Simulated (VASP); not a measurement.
# Cr (P6_3/mmc) in VASP: further runs

The runs below take Cr through single point, with revPBE.

All numbers are computed with VASP 6.6.1; they aren't measurements. Logs are shortened: lines on timing, memory, paths and dates and some standing lists are left out, and cuts for length are marked.

### 1 The cell of the first run

It takes space group P6_3/mmc (No. 194, hexagonal). The conventional cell has a = 2.441 Å, b = 2.441 Å, c = 8.619 Å, α = 90.00°, β = 90.00°, γ = 120.00°. Within 3.2 Å of Cr (site symmetry -3m) lie 12 Cr at 2.44 to 2.57 Å. Within 3.2 Å of Cr (site symmetry -6m2) lie 12 Cr at 2.44 to 2.57 Å.

This isn't the form of Cr at room conditions, which is bcc.

### 2 Single point, revPBE, collinear spin, antiferromagnetic start (11.12 Å³/atom)

Input file INCAR:

```
SYSTEM = Cr
PREC = Accurate ; ENCUT = 520
EDIFF = 1E-7 ; ISMEAR = -1
SIGMA = 0.05 ; LREAL = .False.
LASPH = .True. ; NELM = 150
ALGO = Normal ; ISIF = 2
LWAVE = .False. ; LCHARG = .False.
ISPIN = 2 ; MAGMOM = 1.5 1.5 -1.5 -1.5
LORBIT = 11 ; LMAXMIX = 4
GGA = RE ; NBANDS = 36
```

Input file KPOINTS:

```
Automatic mesh
0
Gamma
  16 16 4
  0 0 0
```

Input file POSCAR:

```
Cr
1.0
    2.4407542066      0.0000000000      0.0000000000
   -1.2203771033      2.1137551473      0.0000000000
    0.0000000000      0.0000000000      8.6188890856
Cr
4
Direct
    1.0000000000      1.0000000000      0.0000000000
    1.0000000000      1.0000000000      0.5000000000
    0.3333333333      0.6666666667      0.2500000000
    0.6666666667      0.3333333333      0.7500000000
```

Potentials or basis: VASP PAW PBE potentials, release 64 (Cr_pv).

Launch:

```console
$ cat potpaw_PBE.64/Cr_pv/POTCAR > POTCAR
$ mpirun -np 1 vasp_std > vasp.out
```

OUTCAR:

```text
SYSTEM = Cr
   PREC = Accurate
   ENCUT = 520
   EDIFF = 1E-7
   ISMEAR = -1
   LREAL = .False.
   LASPH = .True.
   NELM = 150
   ISIF = 2
   ISPIN = 2
   LORBIT = 11
   GGA = RE

 ion  position               nearest neighbor table
   1  0.000  0.000  0.000-   3 2.57   4 2.57   3 2.57   4 2.57   4 2.57   3 2.57
   2  0.000  0.000  0.500-   3 2.57   4 2.57   3 2.57   4 2.57   4 2.57   3 2.57
   3  0.333  0.667  0.250-   1 2.57   2 2.57   1 2.57   2 2.57   1 2.57   2 2.57
   4  0.667  0.333  0.750-   1 2.57   2 2.57   1 2.57   2 2.57   1 2.57   2 2.57

  LATTYP: Found a hexagonal cell.
 ALAT       =     2.4407542066
 C/A-ratio  =     3.5312400824

  Lattice vectors:

 A1 = (   2.4407542066,   0.0000000000,   0.0000000000)
 A2 = (  -1.2203771033,   2.1137551473,   0.0000000000)
 A3 = (   0.0000000000,   0.0000000000,   8.6188890856)

Analysis of symmetry for initial positions (statically):
=====================================================================
 Subroutine PRICEL returns:
 Original cell was already a primitive cell.

 Routine SETGRP: Setting up the symmetry group for a
 hexagonal supercell.

 Subroutine GETGRP returns: Found 24 space group operations
 (whereof 12 operations were pure point group operations)
 out of a pool of 24 trial point group operations.

The static configuration has the point symmetry D_3d.
 The point group associated with its full space group is D_6h.

Analysis of symmetry for dynamics (positions and initial velocities):
=====================================================================
 Subroutine PRICEL returns:
 Original cell was already a primitive cell.

 Routine SETGRP: Setting up the symmetry group for a
 hexagonal supercell.

 Subroutine GETGRP returns: Found 24 space group operations
 (whereof 12 operations were pure point group operations)
 out of a pool of 24 trial point group operations.

The dynamic configuration has the point symmetry D_3d.
 The point group associated with its full space group is D_6h.

Analysis of structural, dynamic, and magnetic symmetry:
=====================================================================
 Subroutine PRICEL returns:
 Original cell was already a primitive cell.

 Routine SETGRP: Setting up the symmetry group for a
 hexagonal supercell.

 Subroutine GETGRP returns: Found 24 space group operations
 (whereof 12 operations were pure point group operations)
 out of a pool of 24 trial point group operations.

The overall configuration has the point symmetry D_3d.
 The point group associated with its full space group is D_6h.

 Subroutine INISYM returns: Found 24 space group operations
 (whereof 12 operations are pure point group operations),
 and found     1 'primitive' translations

----------------------------------------------------------------------------------------

                                     Primitive cell

  volume of cell :      44.4662

  direct lattice vectors                    reciprocal lattice vectors
     2.440754207  0.000000000  0.000000000     0.409709424  0.236545846  0.000000000
    -1.220377103  2.113755147  0.000000000     0.000000000  0.473091692  0.000000000
     0.000000000  0.000000000  8.618889086     0.000000000  0.000000000  0.116024234

  length of vectors
     2.440754207  2.440754207  8.618889086     0.473091692  0.473091692  0.116024234

  position of ions in fractional coordinates (direct lattice)
     0.000000000  0.000000000  0.000000000
     0.000000000  0.000000000  0.500000000
     0.333333333  0.666666667  0.250000000
     0.666666667  0.333333333  0.750000000

  ion indices of the primitive-cell ions
   primitive index   ion index
                 1           1
                 2           2
                 3           3
                 4           4

----------------------------------------------------------------------------------------

 KPOINTS: Automatic mesh

Automatic generation of k-mesh.
 Grid dimensions read from file:
 generate k-points for:   16   16    4

 Generating k-lattice:

  Cartesian coordinates                     Fractional coordinates (reciprocal lattice)
     0.025606839  0.014784115  0.000000000     0.062500000  0.000000000  0.000000000
     0.000000000  0.029568231  0.000000000     0.000000000  0.062500000  0.000000000
     0.000000000  0.000000000  0.029006058     0.000000000  0.000000000  0.250000000

  Length of vectors
     0.029568231  0.029568231  0.029006058

  Shift w.r.t. Gamma in fractional coordinates (k-lattice)
     0.000000000  0.000000000  0.000000000

 Subroutine IBZKPT returns following result:
 ===========================================

 Found     90 irreducible k-points:

 Following reciprocal coordinates:
            Coordinates               Weight
  0.000000  0.000000  0.000000      1.000000
  0.062500 -0.000000  0.000000      6.000000
  0.125000 -0.000000  0.000000      6.000000
  0.187500 -0.000000  0.000000      6.000000
  0.250000 -0.000000  0.000000      6.000000
  0.312500 -0.000000  0.000000      6.000000
[... 16 lines left out ...]
  0.187500  0.187500  0.000000      6.000000
  0.250000  0.187500  0.000000     12.000000
 [... further k-points ...]
   k-points           NKPTS =     90   k-points in BZ     NKDIM =     90   number of bands    NBANDS=     36
   number of dos      NEDOS =    301   number of ions     NIONS =      4
   total plane-waves  NPLWV =  20736
   dimension x,y,z NGX =    18 NGY =   18 NGZ =   64
   dimension x,y,z NGXF=    36 NGYF=   36 NGZF=  128
   ions per type =               4
   NGX,Y,Z   is equivalent  to a cutoff of  12.26, 12.26, 12.34 a.u.
   NGXF,Y,Z  is equivalent  to a cutoff of  24.52, 24.52, 24.69 a.u.
 SYSTEM =  Cr
   PREC   = accura    normal or accurate (medium, high low for compatibility)
   ISTART =      0    job   : 0-new  1-cont  2-samecut
   ICHARG =      2    charge: 1-file 2-atom 10-const
   ISPIN  =      2    spin polarized calculation?
   LNONCOLLINEAR =      F non collinear calculations
   LSORBIT =      F    spin-orbit coupling
   LASPH  =      T    aspherical Exc in radial PAW
   ENCUT  =  520.0 eV  38.22 Ry    6.18 a.u.   4.54  4.54 16.03*2*pi/ulx,y,z
   NELM   =    150;   NELMIN=  2; NELMDL= -5     # of ELM steps
   EDIFF  = 0.1E-06   stopping-criterion for ELM
   LREAL  =      F    real-space projection
   EDIFFG = 0.1E-05   stopping-criterion for IOM
   NSW    =      0    number of steps for IOM
   IBRION =     -1    ionic relax: 0-MD 1-quasi-New 2-CG
   NFREE  =      0    steps in history (QN), initial steepest desc. (CG)
   ISIF   =      2    stress and relaxation
   ISYM   =      2    0-nonsym 1-usesym 2-fastsym
   POTIM  = 0.5000    time-step for ionic-motion
   TEBEG  =    0.0;   TEEND  =   0.0 temperature during run
   PSTRESS=    0.0 pullay stress
   NELECT =      48.0000    total number of electrons
   NUPDOWN=      -1.0000    fix difference up-down
   EMIN   =  10.00;   EMAX   =-10.00  energy-range for DOS
   EFERMI =   0.00;   METHOD = LEGACY
   ISMEAR =    -1;   SIGMA  =   0.05  broadening in eV -4-tet -1-fermi 0-gaus
   EFERMI_NEDOS =   21; number of points for ismear=-14 and -15
   IALGO  =     38    algorithm
   IMIX   =      4    mixing-type and parameters
     AMIX     =   0.40;   BMIX     =  1.00
     AMIX_MAG =   1.60;   BMIX_MAG =  1.00
  volume/ion in A,a.u.               =      11.12        75.02
  Fermi-wavevector in a.u.,A,eV,Ry     =   1.679366  3.173541 38.372084  2.820269
  Thomas-Fermi vector in A             =   2.763290
   LORBIT       =     11    0 simple, 1 ext, 2 COOP (PROOUT), +10 PAW based schemes
   GGA     = RE    functional components
   LHFCALC =     F    Hartree Fock is set to
   AEXX    =    0.0000 exact exchange contribution
   IVDW    =     0    specifies the selected vdW correction
   LEPSILON=     F    determine dielectric tensor
   LRPA    =     F    only Hartree local field effects (RPA)
 spin polarized calculation
  energy-cutoff  :      520.00
  volume of cell :       44.47
 maximum number of plane-waves:      1220
   NGX =  9   NGY =  9   NGZ = 33

 number of electron      47.9999992 magnetization      -0.0053370

 number of electron      47.9999992 magnetization       0.0000859

 Free energy of the ion-electron system (eV)
  ---------------------------------------------------
  ext. energy  EPLUGINS =         0.00000000
  ---------------------------------------------------
  free energy    TOTEN  =       -34.63734164 eV

  energy without entropy =      -34.58869250  energy(sigma->0) =      -34.61301707

 E-fermi :  11.4328     XC(G=0): -13.7926

 val. band max:       11.4285697435   @ k =   0.3125   0.2500   0.0000
 cond. band min:      11.4408174440   @ k =   0.3750   0.1250   0.0000
 fundamental gap:      0.0122477005
 Fermi energy:        11.4327626459

 spin component 1

 k-point     1 :       0.0000    0.0000    0.0000
  band No.  band energies     occupation
      1     -31.9488      1.00000
      2     -31.5307      1.00000
      3     -31.5224      1.00000
      4     -31.0871      1.00000
      5     -30.9585      1.00000
      6     -30.9585      1.00000
[... 28 lines left out ...]
     35      13.9284      0.00000
     36      13.9284      0.00000
[... 866 lines left out ...]
      6     -31.3571      1.00000
[... 28 lines left out ...]
     35      15.8180      0.00000
     36      18.9851      0.00000

 [... further k-points ...]

 spin component 2

 k-point     1 :       0.0000    0.0000    0.0000
  band No.  band energies     occupation
      1     -31.9488      1.00000
      2     -31.5307      1.00000
      3     -31.5224      1.00000
      4     -31.0871      1.00000
      5     -30.9585      1.00000
      6     -30.9585      1.00000
[... 28 lines left out ...]
     35      13.9284      0.00000
     36      13.9284      0.00000
[... 866 lines left out ...]
      6     -31.3571      1.00000
[... 28 lines left out ...]
     35      15.8180      0.00000
     36      18.9714      0.00000

 [... further k-points ...]

------------------------ aborting loop because EDIFF is reached ----------------------------------------

  FORCE on cell =-STRESS in cart. coord.  units (eV):
  Direction    XX          YY          ZZ          XY          YZ          ZX
  --------------------------------------------------------------------------------------
  -------------------------------------------------------------------------------------
  Total        6.3773723      6.3773723      5.6098937     -0.0000000      0.0000000     -0.0000000
  in kB      229.7853489    229.7853489    202.1320586     -0.0000000      0.0000000     -0.0000000
  external PRESSURE =     220.5675855 kB  Pullay stress =       0.0000000 kB

 VOLUME and BASIS-vectors are now :
 -----------------------------------------------------------------------------
  energy-cutoff  :      520.00
  volume of cell :       44.47
      direct lattice vectors                 reciprocal lattice vectors
     2.440754207  0.000000000  0.000000000     0.409709424  0.236545846  0.000000000
    -1.220377103  2.113755147  0.000000000     0.000000000  0.473091692  0.000000000
     0.000000000  0.000000000  8.618889086     0.000000000  0.000000000  0.116024234

 POSITION                                       TOTAL-FORCE (eV/Angst)
 -----------------------------------------------------------------------------------
      0.00000      0.00000      0.00000         0.000000      0.000000     -0.000000
      0.00000      0.00000      4.30944         0.000000      0.000000     -0.000000
     -0.00000      1.40917      2.15472        -0.000000      0.000000      0.000000
      1.22038      0.70459      6.46417         0.000000     -0.000000      0.000000
 -----------------------------------------------------------------------------------
    total drift:                                0.000000     -0.000000      0.000000

  FREE ENERGIE OF THE ION-ELECTRON SYSTEM (eV)
  ---------------------------------------------------
  free  energy   TOTEN  =       -34.6373416426 eV

  energy  without entropy=      -34.5886925000  energy(sigma->0) =      -34.61301707

 total charge

# of ion       s       p       d       tot
------------------------------------------
    1        0.478   6.412   4.290  11.180
    2        0.478   6.412   4.290  11.180
    3        0.479   6.414   4.283  11.176
    4        0.479   6.414   4.283  11.176
--------------------------------------------------
tot          1.916  25.651  17.146  44.713

 magnetization (x)

# of ion       s       p       d       tot
------------------------------------------
    1       -0.000  -0.000  -0.000  -0.000
    2       -0.000  -0.000  -0.000  -0.000
    3       -0.000   0.000   0.000   0.000
    4       -0.000   0.000   0.000   0.000
--------------------------------------------------
tot         -0.000   0.000   0.000   0.000
```

It took 2.7 min on 1 thread of Intel Xeon 6975P-C (Granite Rapids), shared host; peak memory 0.29 GiB.

What came out:

```
Free energy                                           : -34.6373 eV
Pressure                                              : 22.1 GPa
Band gap on the k mesh                                : zero (filled and empty bands overlap)
Net moment                                            : 0.00 μB per cell
Valence electrons inside the program's atomic spheres : Cr 11.18
```

Levels at points of the mesh, in eV from the Fermi level:
Spin up:
```
           k point  band 22  band 23  band 24  band 25  band 26  band 27
(0.00, 0.00, 0.00)    -0.41    -0.41    -0.23    -0.23    -0.11    -0.11
(0.50, 0.00, 0.00)    -0.31    -0.25     0.99     0.99     1.95     2.52
(0.00, 0.00, 0.50)    -0.42    -0.42    -0.42    -0.22    -0.22    -0.22
(0.50, 0.00, 0.50)     0.09     0.18     0.18     0.74     0.74     2.05
```
Spin down:
| k point | band 21 | band 22 | band 23 | band 24 | band 25 | band 26 | band 27 | band 28 |
| --- | --- | --- | --- | --- | --- | --- | --- | --- |
| (0.00, 0.00, 0.00) | -0.50 | -0.41 | -0.41 | -0.23 | -0.23 | -0.11 | -0.11 | -0.04 |
| (0.50, 0.00, 0.00) | -0.75 | -0.31 | -0.25 | 0.99 | 0.99 | 1.95 | 2.52 | 2.55 |
| (0.00, 0.00, 0.50) | -0.42 | -0.42 | -0.42 | -0.42 | -0.22 | -0.22 | -0.22 | -0.22 |
| (0.50, 0.00, 0.50) | 0.09 | 0.09 | 0.18 | 0.18 | 0.74 | 0.74 | 2.05 | 2.05 |

Caveat: the cell stands under pressure; the moments typed at the start vanished in this run; the PAW data sets were made with another functional, which shifts forces and pressure a little.

(Continued in part 2 of 2.)
